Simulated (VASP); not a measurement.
Runs of VASP 6.6.1 on Sc. The structure is that of space group Fm-3m (No. 225), or close to it. The cells are those of the table. 

```csv
cell,gap on the mesh (eV),pressure (GPa)
"a = 3.050 Å, angles 60.0°, 1 atom",none,(a)
"a = 3.091, b = 3.091, c = 3.050 Å, angles 60.4, 60.4, 59.1°, 1 atom",none,9.1
"a = 3.291 Å, angles 60.0°, 1 atom",none,-3.2
"a = 3.372 Å, angles 60.0°, 1 atom",none,-6.0
"a = 3.332, b = 3.332, c = 3.291 Å, angles 60.4, 60.4, 59.2°, 1 atom",none,-4.2
"a = 3.332, b = 3.332, c = 3.372 Å, angles 59.6, 59.6, 60.8°, 1 atom",none,-5.2
"a = 3.131 Å, angles 60.0°, 1 atom",none,(b)
"a = 3.091, b = 3.091, c = 3.131 Å, angles 59.6, 59.6, 60.9°, 1 atom",none,7.0
"a = 3.132, b = 3.132, c = 3.050 Å, angles 60.9, 60.9, 58.3°, 1 atom",none,7.1
"a = 3.173, b = 3.173, c = 3.050 Å, angles 61.3, 61.3, 57.5°, 1 atom",none,5.3
```

Alike in all rows: task single point; level PBEsol; potentials or basis VASP PAW PBE potentials, release 64 (Sc_sv); no spin polarisation; k mesh 18 × 18 × 18; cutoff (eV) 520; smearing gaussian 0.15 eV.

Task: Estimate the missing entries.

Result: (a) 11.3; (b) 5.2.

Caveats: the PAW data sets were made with another functional, which shifts forces and pressure a little.

A gap of «none» marks levels without a gap at the run's occupations.
